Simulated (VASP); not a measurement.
# Ta2As5 (R-3m) in VASP: notebook, part 2 of 2

VASP 6.6.1.

## 4. Single point, PBE

This run uses another cell than the first one, of 17.86 Å³/atom.

The input, INCAR:

```
ALGO = Normal
EDIFF = 1E-7
ENCUT = 520
GGA = PE
ISIF = 2
ISMEAR = 0
LASPH = True
LCHARG = False
LREAL = False
LWAVE = False
NBANDS = 32
NELM = 80
PREC = Accurate
SIGMA = 0.1
```

The input, KPOINTS:

```
k-points
0
Gamma
  12 12 12
```

The input, POSCAR:

```
Ta2As5
1.0
    2.3471236443      1.3551124679      6.5515881995
   -2.3471236443      1.3551124679      6.5515881995
    0.0000000000     -2.7102249358      6.5515881995
Ta As
2 5
Direct
    0.2778265684      0.2778265684      0.2778265684
    0.7221734316      0.7221734316      0.7221734316
    0.5878447140      0.5878447140      0.5878447140
    0.1289448300      0.1289448300      0.1289448300
    0.4121552860      0.4121552860      0.4121552860
    0.8710551700      0.8710551700      0.8710551700
    0.0000000000      0.0000000000      0.0000000000
```

Potentials or basis: VASP PAW PBE potentials, release 64 (Ta_pv, As).

On the command line:

```
cat potpaw_PBE.64/Ta_pv/POTCAR potpaw_PBE.64/As/POTCAR > POTCAR
mpirun -np 1 vasp_std > vasp.out
```

OUTCAR:

```text
EDIFF = 1E-7
   ENCUT = 520
   GGA = PE
   ISIF = 2
   ISMEAR = 0
   LASPH = True
   LREAL = False
   NELM = 80
   PREC = Accurate

 ion  position               nearest neighbor table
   1  0.278  0.278  0.278-   5 2.64   3 2.75   3 2.75   3 2.75   7 2.92   7 2.92   7 2.92   4 2.93
                             6 3.07   6 3.07   6 3.07   2 3.48   2 3.48   2 3.48
   2  0.722  0.722  0.722-   3 2.64   5 2.75   5 2.75   5 2.75   7 2.92   7 2.92   7 2.92   6 2.93
                             4 3.07   4 3.07   4 3.07   1 3.48   1 3.48   1 3.48
   3  0.588  0.588  0.588-   2 2.64   1 2.75   1 2.75   1 2.75   6 2.88   6 2.88   6 2.88
   4  0.129  0.129  0.129-   7 2.53   5 2.88   5 2.88   5 2.88   1 2.93   2 3.07   2 3.07   2 3.07

   5  0.412  0.412  0.412-   1 2.64   2 2.75   2 2.75   2 2.75   4 2.88   4 2.88   4 2.88
   6  0.871  0.871  0.871-   7 2.53   3 2.88   3 2.88   3 2.88   2 2.93   1 3.07   1 3.07   1 3.07

   7  0.000  0.000  0.000-   4 2.53   6 2.53   2 2.92   2 2.92   1 2.92   1 2.92   2 2.92   1 2.92

  LATTYP: Found a trigonal (rhomboedric) cell.
 ALAT       =     7.0900371747
 COS(alpha) =     0.7808179887

  Lattice vectors:

 A1 = (   2.3471236443,   1.3551124679,   6.5515881995)
 A2 = (  -2.3471236443,   1.3551124679,   6.5515881995)
 A3 = (   0.0000000000,  -2.7102249358,   6.5515881995)

Analysis of symmetry for initial positions (statically):
=====================================================================
 Subroutine PRICEL returns:
 Original cell was already a primitive cell.

 Routine SETGRP: Setting up the symmetry group for a
 trigonal (rhombohedral) supercell.

 Subroutine GETGRP returns: Found 12 space group operations
 (whereof 12 operations were pure point group operations)
 out of a pool of 12 trial point group operations.

The static configuration has the point symmetry D_3d.

Analysis of symmetry for dynamics (positions and initial velocities):
=====================================================================
 Subroutine PRICEL returns:
 Original cell was already a primitive cell.

 Routine SETGRP: Setting up the symmetry group for a
 trigonal (rhombohedral) supercell.

 Subroutine GETGRP returns: Found 12 space group operations
 (whereof 12 operations were pure point group operations)
 out of a pool of 12 trial point group operations.

The dynamic configuration has the point symmetry D_3d.

 Subroutine INISYM returns: Found 12 space group operations
 (whereof 12 operations are pure point group operations),
 and found     1 'primitive' translations

----------------------------------------------------------------------------------------

                                     Primitive cell

  volume of cell :     125.0285

  direct lattice vectors                    reciprocal lattice vectors
     2.347123644  1.355112468  6.551588200     0.213026698  0.122991021  0.050878249
    -2.347123644  1.355112468  6.551588200    -0.213026698  0.122991021  0.050878249
     0.000000000 -2.710224936  6.551588200     0.000000000 -0.245982043  0.050878249

  length of vectors
[... 49 lines left out ...]
  0.000000  0.000000  0.000000      1.000000
  0.083333  0.000000  0.000000      6.000000
  0.166667  0.000000  0.000000      6.000000
  0.250000  0.000000  0.000000      6.000000
  0.333333  0.000000  0.000000      6.000000
  0.416667  0.000000  0.000000      6.000000
[... 16 lines left out ...]
  0.500000  0.166667  0.000000     12.000000
 -0.416667  0.166667  0.000000     12.000000
 [... further k-points ...]
   k-points           NKPTS =    189   k-points in BZ     NKDIM =    189   number of bands    NBANDS=     32
   number of dos      NEDOS =    301   number of ions     NIONS =      7
   total plane-waves  NPLWV = 157464
   dimension x,y,z NGX =    54 NGY =   54 NGZ =   54
   dimension x,y,z NGXF=   108 NGYF=  108 NGZF=  108
   ions per type =               2   5
   NGX,Y,Z   is equivalent  to a cutoff of  12.66, 12.66, 12.66 a.u.
   NGXF,Y,Z  is equivalent  to a cutoff of  25.32, 25.32, 25.32 a.u.
 SYSTEM =  unknown system
   PREC   = accura    normal or accurate (medium, high low for compatibility)
   ISTART =      0    job   : 0-new  1-cont  2-samecut
   ICHARG =      2    charge: 1-file 2-atom 10-const
   ISPIN  =      1    spin polarized calculation?
   LNONCOLLINEAR =      F non collinear calculations
   LSORBIT =      F    spin-orbit coupling
   LASPH  =      T    aspherical Exc in radial PAW
   ENCUT  =  520.0 eV  38.22 Ry    6.18 a.u.  13.18 13.18 13.18*2*pi/ulx,y,z
   NELM   =     80;   NELMIN=  2; NELMDL= -5     # of ELM steps
   EDIFF  = 0.1E-06   stopping-criterion for ELM
   LREAL  =      F    real-space projection
   EDIFFG = 0.1E-05   stopping-criterion for IOM
   NSW    =      0    number of steps for IOM
   IBRION =     -1    ionic relax: 0-MD 1-quasi-New 2-CG
   NFREE  =      0    steps in history (QN), initial steepest desc. (CG)
   ISIF   =      2    stress and relaxation
   ISYM   =      2    0-nonsym 1-usesym 2-fastsym
   POTIM  = 0.5000    time-step for ionic-motion
   TEBEG  =    0.0;   TEEND  =   0.0 temperature during run
   PSTRESS=    0.0 pullay stress
   NELECT =      47.0000    total number of electrons
   NUPDOWN=      -1.0000    fix difference up-down
   EMIN   =  10.00;   EMAX   =-10.00  energy-range for DOS
   EFERMI =   0.00;   METHOD = LEGACY
   ISMEAR =     0;   SIGMA  =   0.10  broadening in eV -4-tet -1-fermi 0-gaus
   EFERMI_NEDOS =   21; number of points for ismear=-14 and -15
   IALGO  =     38    algorithm
   IMIX   =      4    mixing-type and parameters
     AMIX     =   0.40;   BMIX     =  1.00
     AMIX_MAG =   1.60;   BMIX_MAG =  1.00
  volume/ion in A,a.u.               =      17.86       120.53
  Fermi-wavevector in a.u.,A,eV,Ry     =   1.181511  2.232732 18.993298  1.395968
  Thomas-Fermi vector in A             =   2.317783
   LORBIT       =      0    0 simple, 1 ext, 2 COOP (PROOUT), +10 PAW based schemes
   GGA     = PE    functional components
   LHFCALC =     F    Hartree Fock is set to
   AEXX    =    0.0000 exact exchange contribution
   IVDW    =     0    specifies the selected vdW correction
   LEPSILON=     F    determine dielectric tensor
   LRPA    =     F    only Hartree local field effects (RPA)
 non-spin polarized calculation
 Gauss-broadening in eV      SIGMA  =   0.10
  energy-cutoff  :      520.00
  volume of cell :      125.03
 maximum number of plane-waves:      3390
 NGX is ok and might be reduce to    54
   NGX = 27   NGY = 27   NGZ = 27

 number of electron      47.0000001 magnetization

 Free energy of the ion-electron system (eV)
  ---------------------------------------------------
  ext. energy  EPLUGINS =         0.00000000
  ---------------------------------------------------
  free energy    TOTEN  =       -46.83691475 eV

  energy without entropy =      -46.82024897  energy(sigma->0) =      -46.82858186

 E-fermi :   7.0033     XC(G=0): -11.4658

 val. band max:        7.0032196122   @ k =   0.2500   0.2500   0.2500
 cond. band min:       7.0056281199   @ k =   0.5000   0.5000   0.4167
 fundamental gap:      0.0024085077
 Fermi energy:         7.0033175077

 k-point     1 :       0.0000    0.0000    0.0000
  band No.  band energies     occupation
      1     -28.1089      2.00000
      2     -28.0489      2.00000
      3     -28.0246      2.00000
      4     -28.0246      2.00000
      5     -27.9829      2.00000
      6     -27.9829      2.00000
[... 829 lines left out ...]
     31       9.9354      0.00000
     32      10.2101      0.00000

 [... further k-points ...]

------------------------ aborting loop because EDIFF is reached ----------------------------------------

  FORCE on cell =-STRESS in cart. coord.  units (eV):
  Direction    XX          YY          ZZ          XY          YZ          ZX
  --------------------------------------------------------------------------------------
  -------------------------------------------------------------------------------------
  Total        0.2419578      0.2419578      0.2795345      0.0000000     -0.0000000      0.0000000
  in kB        3.1005669      3.1005669      3.5820931      0.0000000     -0.0000000      0.0000000
  external PRESSURE =       3.2610756 kB  Pullay stress =       0.0000000 kB

 VOLUME and BASIS-vectors are now :
 -----------------------------------------------------------------------------
  energy-cutoff  :      520.00
  volume of cell :      125.03
      direct lattice vectors                 reciprocal lattice vectors
     2.347123644  1.355112468  6.551588200     0.213026698  0.122991021  0.050878249
    -2.347123644  1.355112468  6.551588200    -0.213026698  0.122991021  0.050878249
     0.000000000 -2.710224936  6.551588200     0.000000000 -0.245982043  0.050878249

 POSITION                                       TOTAL-FORCE (eV/Angst)
 -----------------------------------------------------------------------------------
      0.00000      0.00000      5.46062         0.000000     -0.000000     -0.006216
      0.00000      0.00000     14.19415         0.000000     -0.000000      0.006216
      0.00000      0.00000     11.55395         0.000000     -0.000000     -0.013051
      0.00000      0.00000      2.53438         0.000000      0.000000      0.022187
      0.00000      0.00000      8.10082         0.000000     -0.000000      0.013051
      0.00000      0.00000     17.12038         0.000000     -0.000000     -0.022187
      0.00000      0.00000      0.00000        -0.000000     -0.000000      0.000000
 -----------------------------------------------------------------------------------
    total drift:                               -0.000000     -0.000000      0.000000

  FREE ENERGIE OF THE ION-ELECTRON SYSTEM (eV)
  ---------------------------------------------------
  free  energy   TOTEN  =       -46.8369147546 eV

  energy  without entropy=      -46.8202489673  energy(sigma->0) =      -46.82858186
```

It took 19 min on 1 thread of Intel Xeon 6975P-C (Granite Rapids), shared host; peak memory 0.83 GiB.

What came out:

* Free energy: -46.8369 eV
* Pressure: 0.3 GPa
* Largest force: 0.022 eV/Å
* Band gap on the k mesh: zero (an odd number of electrons rules out a gap without spin polarisation)

Forces on the atoms (eV/Å):
```
Ta   0.000  0.000 -0.006
Ta   0.000  0.000  0.006
As   0.000  0.000 -0.013
As   0.000  0.000  0.022
As   0.000  0.000  0.013
As   0.000  0.000 -0.022
As   0.000  0.000  0.000
```

Caveat: spin-orbit coupling is left out, which moves the levels of the heavy elements; an odd number of electrons without spin polarisation forces a metal; a magnetic or distorted state may lie lower.

## 5. The runs side by side

| cell | k mesh | gap on the mesh (eV) | pressure (GPa) | largest force (eV/Å) |
| --- | --- | --- | --- | --- |
| a = 7.078 Å, angles 38.7°, 7 atoms, atomic positions A | 6 × 6 × 6 | none | 0.3 | 0.03 |
| a = 8.103 Å, angles 33.8°, 7 atoms, atomic positions B | 6 × 6 × 6 | none | -7.8 | 0.51 |
| a = 7.090 Å, angles 38.7°, 7 atoms, atomic positions C | 12 × 12 × 12 | none | 0.3 | 0.02 |

Alike in all rows: task single point; level PBE; potentials or basis VASP PAW PBE potentials, release 64 (Ta_pv, As); no spin polarisation; cutoff (eV) 520; smearing gaussian 0.1 eV.

Caveats: spin-orbit coupling is left out, which moves the levels of the heavy elements; an odd number of electrons without spin polarisation forces a metal; a magnetic or distorted state may lie lower; the cell stands under tension (at least some runs).

Absolute energies hang on the potentials; compare differences alone.

The gap in the log of VASP goes by the Fermi energy; the results here count the filled bands.